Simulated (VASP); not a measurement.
# ZnSe (lda) (F-43m) in VASP: vibrations by perturbation theory with LDA

Aim: the vibrations by perturbation theory of ZnSe (lda) with LDA.

Everything below comes from runs of VASP 6.6.1. Logs are shortened: lines on timing, memory, paths and dates and some standing lists are left out, and cuts for length are marked.

### Step 1. The cell of the first run

Symmetry: F-43m, No. 216, cubic system. The conventional cell has a = 5.568 Å, b = 5.568 Å, c = 5.568 Å, α = 90.00°, β = 90.00°, γ = 90.00°. Zn (site symmetry -43m) has 4 Se at 2.41 Å within 3.2 Å. Within 3.2 Å of Se (site symmetry -43m) lie 4 Zn at 2.41 Å.

### Step 2. Vibrations by perturbation theory, LDA

INCAR

```
PREC     = Accurate       # precision mode
ENCUT    = 500            # plane-wave cutoff, eV
EDIFF    = 1E-8           # SCF threshold, eV
ISMEAR   = 0              # smearing method
SIGMA    = 0.01           # smearing width, eV
LREAL    = F              # projectors in reciprocal space
LASPH    = T              # aspherical terms in the spheres
NELM     = 120            # most SCF steps
ALGO     = Normal         # electronic algorithm
ISIF     = 2              # what is computed and relaxed
LWAVE    = F              # write WAVECAR
LCHARG   = F              # write CHGCAR
IBRION   = 8              # ionic algorithm
NSW      = 1              # ionic steps
LEPSILON = T              # dielectric tensor by DFPT
GGA_COMPAT= F
```

KPOINTS

```
regular mesh
0
Gamma
  8 8 8
```

POSCAR

```
ZnSe
1.0
    0.0000000000      2.7837635969      2.7837635969
    2.7837635969      0.0000000000      2.7837635969
    2.7837635969      2.7837635969      0.0000000000
Zn Se
1 1
Direct
    0.0000000000      0.0000000000      0.0000000000
    0.2500000000      0.2500000000      0.2500000000
```

Potentials or basis: VASP PAW LDA potentials, release 64 (Zn, Se).

On the command line:

```
$ cat potpaw_LDA.64/Zn/POTCAR potpaw_LDA.64/Se/POTCAR > POTCAR
$ mpirun -np 1 vasp_std > vasp.out
```

OUTCAR:

```text
PREC = Accurate
   ENCUT = 500
   EDIFF = 1E-8
   ISMEAR = 0
   LREAL = F
   LASPH = T
   NELM = 120
   ISIF = 2
   IBRION = 8
   NSW = 1
   LEPSILON = T

 ion  position               nearest neighbor table
   1  0.000  0.000  0.000-   2 2.41   2 2.41   2 2.41   2 2.41
   2  0.250  0.250  0.250-   1 2.41   1 2.41   1 2.41   1 2.41

  LATTYP: Found a face centered cubic cell.
 ALAT       =     5.5675271938

  Lattice vectors:

 A1 = (   0.0000000000,   2.7837635969,   2.7837635969)
 A2 = (   2.7837635969,   0.0000000000,   2.7837635969)
 A3 = (   2.7837635969,   2.7837635969,   0.0000000000)

Analysis of symmetry for initial positions (statically):
=====================================================================
 Subroutine PRICEL returns:
 Original cell was already a primitive cell.

 Routine SETGRP: Setting up the symmetry group for a
 face centered cubic supercell.

 Subroutine GETGRP returns: Found 24 space group operations
 (whereof 24 operations were pure point group operations)
 out of a pool of 48 trial point group operations.

The static configuration has the point symmetry T_d .

Analysis of symmetry for dynamics (positions and initial velocities):
=====================================================================
 Subroutine PRICEL returns:
 Original cell was already a primitive cell.

 Routine SETGRP: Setting up the symmetry group for a
 face centered cubic supercell.

 Subroutine GETGRP returns: Found 24 space group operations
 (whereof 24 operations were pure point group operations)
 out of a pool of 48 trial point group operations.

The dynamic configuration has the point symmetry T_d .

 Subroutine INISYM returns: Found 24 space group operations
 (whereof 24 operations are pure point group operations),
 and found     1 'primitive' translations

----------------------------------------------------------------------------------------

                                     Primitive cell

  volume of cell :      43.1447

  direct lattice vectors                    reciprocal lattice vectors
     0.000000000  2.783763597  2.783763597    -0.179612953  0.179612953  0.179612953
     2.783763597  0.000000000  2.783763597     0.179612953 -0.179612953  0.179612953
     2.783763597  2.783763597  0.000000000     0.179612953  0.179612953 -0.179612953

  length of vectors
     3.936836233  3.936836233  3.936836233     0.311098760  0.311098760  0.311098760

  position of ions in fractional coordinates (direct lattice)
     0.000000000  0.000000000  0.000000000
     0.250000000  0.250000000  0.250000000

  ion indices of the primitive-cell ions
   primitive index   ion index
                 1           1
                 2           2

----------------------------------------------------------------------------------------

 KPOINTS: regular mesh

Automatic generation of k-mesh.
 Grid dimensions read from file:
 generate k-points for:    8    8    8

 Generating k-lattice:

  Cartesian coordinates                     Fractional coordinates (reciprocal lattice)
    -0.022451619  0.022451619  0.022451619     0.125000000  0.000000000  0.000000000
[... 533 lines left out ...]
  ---------------------------------------------------
  ---------------------------------------------------
  free energy    TOTEN  =        -0.88864486 eV

  energy without entropy =       -0.88864486

------------------------ aborting loop because EDIFF is reached ----------------------------------------

--------------------------------------- Ionic step        2  -------------------------------------------

------------------------ aborting loop because EDIFF is reached ----------------------------------------

--------------------------------------- Ionic step        3  -------------------------------------------

------------------------ aborting loop because EDIFF is reached ----------------------------------------

 PIEZOELECTRIC TENSOR FIELD DIRECTION 3  (e Angst)
 -----------------------------------------------------------------------------
    -0.00023 -1.86915  0.00000           (  0.00000  0.03355  0.00000)
    -1.86915 -0.00023  0.00000           (  0.03355  0.00000  0.00000)
     0.00000  0.00000 -0.00119           (  0.00000  0.00000 -0.00000)

 PIEZOELECTRIC TENSOR FIELD DIRECTION 3  (C/m^2)
 -----------------------------------------------------------------------------
    -0.00008 -0.69411  0.00000
    -0.69411 -0.00008  0.00000
     0.00000  0.00000 -0.00044

--------------------------------------- Ionic step        4  -------------------------------------------

------------------------ aborting loop because EDIFF is reached ----------------------------------------

[... ionic steps 5 to 6 ...]

--------------------------------------- Ionic step        7  -------------------------------------------

 Free energy of the ion-electron system (eV)
  ---------------------------------------------------
  ---------------------------------------------------
  free energy    TOTEN  =        -0.08237817 eV

  energy without entropy =       -0.08237817

------------------------ aborting loop because EDIFF is reached ----------------------------------------

 INTERNAL STRAIN TENSOR  FOR ION    2  DIRECTION 1   (eV/Angst):
 -----------------------------------------------------------------------------
     0.00805  0.00000  0.00000
     0.00000  0.00205 -6.29108
     0.00000 -6.29108  0.00205

 MACROSCOPIC STATIC DIELECTRIC TENSOR (including local field effects in DFT)
 ------------------------------------------------------
           8.071720    -0.000000     0.000000
           0.000000     8.071720    -0.000000
          -0.000000    -0.000000     8.071720
 ------------------------------------------------------

 PIEZOELECTRIC TENSOR (including local field effects)  for field in x, y, z        (e  Angst)
          XX          YY          ZZ          XY          YZ          ZX
  --------------------------------------------------------------------------------
  x    -0.00000     0.00000     0.00000     0.00000    -1.88583     0.00000
  y     0.00000     0.00000     0.00000     0.00000     0.00000    -1.88583
  z     0.00000     0.00000     0.00000    -1.88583     0.00000     0.00000

 PIEZOELECTRIC TENSOR (including local field effects)  for field in x, y, z        (C/m^2)
          XX          YY          ZZ          XY          YZ          ZX
  --------------------------------------------------------------------------------
  x    -0.00000     0.00000     0.00000     0.00000    -0.70030     0.00000
  y     0.00000     0.00000     0.00000     0.00000     0.00000    -0.70030
  z     0.00000     0.00000     0.00000    -0.70030     0.00000     0.00000

 BORN EFFECTIVE CHARGES (including local field effects) (in |e|, cummulative output)
 ---------------------------------------------------------------------------------
 ion    1
    1     2.00475    -0.00000     0.00000
    2     0.00000     2.00475     0.00000
    3    -0.00000    -0.00000     2.00475
 ion    2
    1    -2.00475     0.00000    -0.00000
    2     0.00000    -2.00475     0.00000
    3     0.00000     0.00000    -2.00475

 INTERNAL STRAIN TENSOR FOR ION    2 for displacements in x,y,z  (eV/Angst):
          X           Y           Z          XY          YZ          ZX
  --------------------------------------------------------------------------------
  x    -0.00000     0.00000     0.00000     0.00000    -6.29108     0.00000
  y     0.00000     0.00000     0.00000     0.00000     0.00000    -6.29108
  z     0.00000     0.00000    -0.00000    -6.29108     0.00000     0.00000

 SECOND DERIVATIVES (NOT SYMMETRIZED)
 ------------------------------------
               1X          1Y          1Z          2X          2Y          2Z
  1X    -6.297234    0.000000    0.000000    6.297234    0.000000    0.000000
  1Y     0.000000   -6.297234    0.000000    0.000000    6.297234    0.000000
  1Z     0.000000    0.000000   -6.297234    0.000000    0.000000    6.297234
  2X     6.377157    0.000000    0.000000   -6.377157    0.000000    0.000000
  2Y     0.000000    6.377157    0.000000    0.000000   -6.377157    0.000000
  2Z     0.000000    0.000000    6.377157    0.000000    0.000000   -6.377157

 Eigenvectors and eigenvalues of the dynamical matrix
 ----------------------------------------------------

   1 f  =    6.578423 THz    41.333453 2PiTHz  219.432582 cm-1    27.206161 meV
             X         Y         Z           dx          dy          dz
      0.000000  0.000000  0.000000    -0.000000   -0.737480    0.000000
      1.391882  1.391882  1.391882     0.000000    0.675370    0.000000
[... 21 lines left out ...]
   6 f/i=    0.020661 THz     0.129820 2PiTHz    0.689193 cm-1     0.085449 meV
             X         Y         Z           dx          dy          dz
      0.000000  0.000000  0.000000     0.674827   -0.018248   -0.019991
      1.391882  1.391882  1.391882     0.736887   -0.019927   -0.021829

--------------------------------------------------------------------------------------------------------

 MACROSCOPIC STATIC DIELECTRIC TENSOR IONIC CONTRIBUTION
 ------------------------------------------------------
           2.659839    -0.000000     0.000000
          -0.000000     2.659839    -0.000000
           0.000000    -0.000000     2.659839
 ------------------------------------------------------

 ELASTIC MODULI CONTR FROM IONIC RELAXATION (kBar)
 Direction    XX          YY          ZZ          XY          YZ          ZX
 --------------------------------------------------------------------------------
 XX          -0.0000      0.0000      0.0000      0.0000     -0.0000      0.0000
 YY           0.0000     -0.0000      0.0000      0.0000      0.0000      0.0000
 ZZ           0.0000      0.0000     -0.0000     -0.0000      0.0000      0.0000
 XY           0.0000      0.0000     -0.0000   -232.0088      0.0000      0.0000
 YZ          -0.0000      0.0000      0.0000      0.0000   -232.0088      0.0000
 ZX           0.0000      0.0000      0.0000      0.0000      0.0000   -232.0088
 --------------------------------------------------------------------------------

 PIEZOELECTRIC TENSOR IONIC CONTR  for field in x, y, z        (C/m^2)
          XX          YY          ZZ          XY          YZ          ZX
  --------------------------------------------------------------------------------
  x     0.00000    -0.00000    -0.00000     0.00000     0.73918    -0.00000
  y    -0.00000    -0.00000    -0.00000     0.00000     0.00000     0.73918
  z    -0.00000    -0.00000     0.00000     0.73918    -0.00000    -0.00000
```

Wall time 4.9 min (1 thread of Intel Xeon Platinum 8375C at 2.90GHz (Ice Lake), shared host); peak memory 0.27 GiB.

Results:

* Electronic dielectric tensor (diagonal): 8.07
* Born charges (mean of the diagonal): Zn +2.00; Se -2.00 e
* Highest phonon frequency at Γ, LO-TO splitting left out: 219 cm⁻¹

Phonon frequencies in cm⁻¹ (negative: imaginary):
```
              q point           frequencies
(0.000, 0.000, 0.000)  -1 -1 -1 219 219 219
```

Electronic dielectric tensor:
```
8.07 0.00 0.00
0.00 8.07 0.00
0.00 0.00 8.07
```

Born effective charge tensors (e):
atom 1, Zn
```
2.00 0.00 0.00
0.00 2.00 0.00
0.00 0.00 2.00
```
atom 2, Se
```
-2.00  0.00  0.00
 0.00 -2.00  0.00
 0.00  0.00 -2.00
```
